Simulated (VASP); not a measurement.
# Al12O in VASP: notebook, part 2 of 2

VASP 6.6.1.

**3. Single point, PBE, collinear spin, ferromagnetic start**

INCAR

```
PREC = Accurate
ENCUT = 520
EDIFF = 1E-7
ISMEAR = 0
SIGMA = 0.1
LREAL = F
LASPH = T
NELM = 150
ALGO = Normal
ISIF = 2
LWAVE = F
LCHARG = F
ISPIN = 2
MAGMOM = 0 0 0 0 0 0 0 0 0 0 0 0 2
LORBIT = 11
LDIPOL = T
IDIPOL = 3
DIPOL = 0.5 0.5 0.302
GGA = PE
NBANDS = 37
```

KPOINTS

```
Automatic mesh
0
Gamma
  5 5 1
```

POSCAR

```
Al12O
1.0
    5.7143028096      0.0000000000      0.0000000000
    0.0000000000      5.7143028096      0.0000000000
    0.0000000000      0.0000000000     21.1750228481
Al O
12 1
Direct
    0.2500000000      0.2500000000      0.1889018033
    0.2500000000      0.7500000000      0.1889018033
    0.7500000000      0.2500000000      0.1889018033
    0.7500000000      0.7500000000      0.1889018033
    0.0000000000      0.0000000000      0.2873686073
    0.0000000000      0.5000000000      0.2873686073
    0.5000000000      0.0000000000      0.2873686073
    0.5000000000      0.5000000000      0.2873686073
    0.2500000000      0.2500000000      0.3860691394
    0.2500000000      0.7500000000      0.3860691394
    0.7500000000      0.2500000000      0.3860691394
    0.7500000000      0.7500000000      0.3860691394
    0.5000000000      0.5000000000      0.4819368046
```

Potentials or basis: VASP PAW PBE potentials, release 64 (Al, O).

Launch:

```sh
$ cat potpaw_PBE.64/Al/POTCAR potpaw_PBE.64/O/POTCAR > POTCAR
$ mpirun -np 1 vasp_std > vasp.out
```

OUTCAR:

```text
PREC = Accurate
   ENCUT = 520
   EDIFF = 1E-7
   ISMEAR = 0
   LREAL = F
   LASPH = T
   NELM = 150
   ISIF = 2
   ISPIN = 2
   LORBIT = 11
   GGA = PE

 ion  position               nearest neighbor table
   1  0.250  0.250  0.189-   2 2.86   3 2.86   2 2.86   3 2.86   7 2.90   8 2.90   5 2.90   6 2.90

   2  0.250  0.750  0.189-   1 2.86   4 2.86   1 2.86   4 2.86   7 2.90   8 2.90   5 2.90   6 2.90

   3  0.750  0.250  0.189-   1 2.86   4 2.86   4 2.86   1 2.86   7 2.90   8 2.90   5 2.90   6 2.90
[... 15 lines left out ...]
  11  0.750  0.250  0.386-   9 2.86  12 2.86  12 2.86   9 2.86   5 2.91   6 2.91   7 2.91   8 2.91

  12  0.750  0.750  0.386-  10 2.86  11 2.86  11 2.86  10 2.86   5 2.91   6 2.91   7 2.91   8 2.91

  13  0.500  0.500  0.482-

  LATTYP: Found a simple tetragonal cell.
 ALAT       =     5.7143028096
 C/A-ratio  =     3.7056179124

[... 684 lines left out ...]

  FREE ENERGIE OF THE ION-ELECTRON SYSTEM (eV)
  ---------------------------------------------------
  free  energy   TOTEN  =       -45.4983148193 eV

  energy  without entropy=      -45.4665600393  energy(sigma->0) =      -45.48243743

 vacuum level on the upper side and lower side of the slab         5.121         2.979

 total charge

# of ion       s       p       d       tot
------------------------------------------
    1        0.473   0.285   0.000   0.758
    2        0.473   0.285   0.000   0.758
    3        0.473   0.285   0.000   0.758
    4        0.473   0.285   0.000   0.758
    5        0.437   0.327   0.000   0.765
    6        0.434   0.324   0.000   0.758
    7        0.434   0.324   0.000   0.758
    8        0.428   0.333   0.000   0.761
    9        0.460   0.272   0.000   0.733
   10        0.460   0.272   0.000   0.733
   11        0.460   0.272   0.000   0.733
   12        0.460   0.272   0.000   0.733
   13        1.606   3.069   0.000   4.675
--------------------------------------------------
tot          7.073   6.606   0.000  13.680

 magnetization (x)

# of ion       s       p       d       tot
------------------------------------------
    1        0.002   0.005   0.000   0.007
    2        0.002   0.005   0.000   0.007
    3        0.002   0.005   0.000   0.007
    4        0.002   0.005   0.000   0.007
    5       -0.002   0.010   0.000   0.008
    6        0.002   0.001   0.000   0.002
    7        0.002   0.001   0.000   0.002
    8        0.000  -0.003   0.000  -0.003
    9        0.009  -0.002   0.000   0.007
   10        0.009  -0.002   0.000   0.007
   11        0.009  -0.002   0.000   0.007
   12        0.009  -0.002   0.000   0.007
   13        0.005   0.522   0.000   0.527
--------------------------------------------------
tot          0.048   0.543   0.000   0.591
```

stdout:

```text
POSCAR found type information on POSCAR AlO
 POSCAR found :  2 types and      13 ions
 scaLAPACK will be used
 LDA part: xc-table for (Slater+PW92), standard interpolation
 POSCAR, INCAR and KPOINTS ok, starting setup
 FFT: planning ... GRIDC
 FFT: planning ... GRID_SOFT
 FFT: planning ... GRID
 WAVECAR not read
 entering main loop
```

It took 8.1 min on 1 thread of AMD EPYC 9R45 (Zen 5), shared host; peak memory 0.89 GiB.

Results:

* Free energy: -45.4983 eV
* Largest force: 3.146 eV/Å
* Net moment: 0.86 μB per cell
* Site moments: Al +0.01, +0.00, -0.00 (each value once); O +0.53 μB
* Valence electrons inside the program's atomic spheres: Al 0.76, 0.77, 0.73 (each value once); O 4.67

Forces in eV/Å, atoms in the order of the input:
```
Al   0.036  0.036  0.034
Al   0.036 -0.036  0.034
Al  -0.036  0.036  0.034
Al  -0.036 -0.036  0.034
Al   0.000  0.000 -0.142
Al   0.000  0.000  0.073
Al   0.000  0.000  0.073
Al   0.000  0.000  0.131
Al   0.256  0.256  0.719
Al   0.256 -0.256  0.719
Al  -0.256  0.256  0.719
Al  -0.256 -0.256  0.719
O    0.000  0.000 -3.146
```

Levels at points of the mesh, in eV from the Fermi level:
Spin up:
```tsv
k point	band 18	band 19	band 20	band 21	band 22	band 23	band 24	band 25	band 26	band 27
(0.00, 0.00, 0.00)	-1.19	-0.79	-0.48	-0.48	-0.42	-0.06	0.05	0.05	0.46	1.44
```
Spin down:
```
           k point  band 18  band 19  band 20  band 21  band 22  band 23
(0.00, 0.00, 0.00)    -0.79    -0.76    -0.40    -0.26    -0.26    -0.02
```

**4. Single point, PBE, collinear spin, ferromagnetic start**

INCAR

```
SYSTEM = Al12O
ALGO = Normal ; DIPOL = 0.5 0.5 0.306
EDIFF = 1E-6 ; ENCUT = 520
GGA = PE ; IDIPOL = 3
ISIF = 2 ; ISMEAR = 0
ISPIN = 2 ; LASPH = .True.
LCHARG = .False. ; LDIPOL = .True.
LORBIT = 11 ; LREAL = .False.
LWAVE = .False. ; MAGMOM = 0 0 0 0 0 0 0 0 0 0 0 0 2
NBANDS = 37 ; NELM = 150
PREC = Accurate ; SIGMA = 0.1
```

KPOINTS

```
k-points
0
Gamma
  5 5 1
  0 0 0
```

POSCAR: that of step 3 with these lines changed.

```diff
@@ -20,2 +20,2 @@
     0.7500000000      0.7500000000      0.3860691394
-    0.5000000000      0.5000000000      0.4819368046
+    0.5000000000      0.5000000000      0.5244397103
```

Launch:

```sh
$ cat potpaw_PBE.64/Al/POTCAR potpaw_PBE.64/O/POTCAR > POTCAR
$ mpirun -np 1 vasp_std > vasp.out
```

It took 17 min on 1 thread of Intel Xeon 6975P-C (Granite Rapids), shared host; peak memory 0.92 GiB.

The run converged. Its results:

* Free energy: -43.3780 eV
* Largest force: 1.203 eV/Å
* Net moment: -0.25 μB per cell
* Site moments: Al -0.00, -0.01 (each value once); O -0.06 μB
* Valence electrons inside the program's atomic spheres: Al 0.76, 0.75 (each value once); O 4.62

Forces on the atoms (eV/Å):
```
Al   0.017  0.017  0.033
Al   0.017 -0.017  0.033
Al  -0.017  0.017  0.033
Al  -0.017 -0.017  0.033
Al   0.000  0.000 -0.035
Al   0.000  0.000  0.015
Al   0.000  0.000  0.015
Al   0.000  0.000  0.043
Al   0.040  0.040  0.258
Al   0.040 -0.040  0.258
Al  -0.040  0.040  0.258
Al  -0.040 -0.040  0.258
O    0.000  0.000 -1.203
```

Levels at points of the mesh, in eV from the Fermi level:
Spin up:
| k point | band 17 | band 18 | band 19 | band 20 | band 21 | band 22 | band 23 | band 24 | band 25 | band 26 |
| --- | --- | --- | --- | --- | --- | --- | --- | --- | --- | --- |
| (0.00, 0.00, 0.00) | -0.78 | -0.78 | -0.71 | -0.37 | -0.06 | -0.06 | 0.03 | 0.10 | 0.10 | 0.12 |
Spin down:
```
           k point  band 17  band 18  band 19  band 20  band 21  band 22  band 23  band 24  band 25  band 26
(0.00, 0.00, 0.00)    -1.13    -0.72    -0.64    -0.64    -0.38    -0.19     0.02     0.02     0.02     0.43
```

**5. The runs side by side**

| cell | gap on the mesh (eV) | moment (μB) | largest force (eV/Å) |
| --- | --- | --- | --- |
| as given, atomic positions A | none | 0.00 | 1.03 |
| as given, atomic positions B | none | 0.86 | 3.15 |
| as given, atomic positions C | none | 0.25 | 1.20 |

Alike in all rows: task single point; level PBE; potentials or basis VASP PAW PBE potentials, release 64 (Al, O); spin collinear, ferromagnetic start; k mesh 5 × 5 × 1; cutoff (eV) 520; smearing gaussian 0.1 eV.

Total energies depend on the potentials used, so only differences within one code and one set of settings carry meaning.
